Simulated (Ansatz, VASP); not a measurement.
Two plane-wave programs on ZnInGaO4

```
Zn In Ga O
1.0
     1.65752    0.95697    8.58487
    -1.65752    0.95697    8.58487
     0.00000   -1.91394    8.58487
Zn In Ga O
1 1 1 4
Direct
  0.21869 0.21869 0.21869
  0.00295 0.00295 0.00295
  0.78713 0.78713 0.78713
  0.29511 0.29511 0.29511
  0.71124 0.71124 0.71124
  0.12116 0.12116 0.12116
  0.86372 0.86372 0.86372
```

Alike in both runs: functional PBEsol; k mesh 9 × 9 × 9; occupations gaussian, width 0.02 eV; no spin polarisation.

Ansatz relaxed the structure, and its values are those at the end. VASP's run is a single point on that final structure, the one shown.

```csv
,VASP,Ansatz
version,VASP 6.6.1,Ansatz 0.2.0
potentials or method,"VASP PAW PBE potentials, release 64 (Zn, In_d, Ga_d, O), cutoff 520 eV","scalar-relativistic, plane waves, PAW"
valence electrons in the cell,62,62
```

```tsv
	VASP	Ansatz	Ansatz less VASP
gap on the k mesh at the Fermi level (eV)	1.16	1.17	+0.013
least direct gap on the mesh (eV)	1.16	1.17	+0.013
pressure (GPa)	0.6	0.0	-0.57
rms of the force components (eV/Å)	0.007	0.000	-0.0065
```

VASP's potentials were made for PBE, not for PBEsol, and Ansatz warns of the same on its side.
